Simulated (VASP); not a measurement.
Here is a VASP 6.6.1 calculation.

File INCAR:

```
SYSTEM = Na
PREC = Accurate ; ENCUT = 500
EDIFF = 1E-6 ; ISMEAR = 0
SIGMA = 0.1 ; LREAL = .False.
LASPH = .True. ; NELM = 120
ALGO = Normal ; ISIF = 2
LWAVE = .False. ; LCHARG = .True.
GGA = PE ; LELF = .True.
LVHAR = .True. ; NBANDS = 10
GGA_COMPAT = .False.
```

File KPOINTS:

```
Automatic mesh
0
Gamma
  6 6 6
  0 0 0
```

The input POSCAR:

```
Na
1.0
    0.0000000000      2.2762699761      2.2762699761
    2.2762699761      0.0000000000      2.2762699761
    2.2762699761      2.2762699761      0.0000000000
Na
1
Direct
    0.0000000000      0.0000000000      0.0000000000
```

Potentials or basis: VASP PAW PBE potentials, release 64 (Na_pv).

Run with:

```console
$ cat potpaw_PBE.64/Na_pv/POTCAR > POTCAR
$ mpirun -np 1 vasp_std > vasp.out
```

Q: Estimate the band gap on the k mesh.

A: Zero (an odd number of electrons rules out a gap without spin polarisation).

Q: Predict the pressure.

A: 8.0 GPa.

Caveat: the k points lie up to 0.40 Å⁻¹ apart, too coarse for converged energies and pressures of a metal.
